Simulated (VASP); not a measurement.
Crystal: Ir.

```
Ir
1.0
     0.00000    1.90585    1.90585
     1.90585    0.00000    1.90585
     1.90585    1.90585    0.00000
Ir
1
Direct
  0.00000 0.00000 0.00000
```

Base run:

```yaml
Program: VASP 6.6.1
Functional: LDA
Potentials_or_basis: VASP PAW LDA potentials, release 64 (Ir_sv_GW)
Cutoff: 500 eV
k_mesh: 17 × 17 × 17
Occupations: fermi-dirac, width 0.1 eV
Spin: no spin polarisation
```

Its results: pressure -1.8 GPa.

Task: The run is repeated on the same cell with these changes: potentials or basis from VASP PAW LDA potentials, release 64 (Ir_sv_GW) to VASP PAW LDA potentials, release 64 (Ir); cutoff from 500 eV to 520 eV; further incar settings from ALGO = Normal; EDIFF = 1e-06; NBANDS = 14 to ALGO = Normal; EDIFF = 1e-06; NBANDS = 10; valence electrons from 17 to 9. What comes out?

Result: Pressure 2.6 GPa.
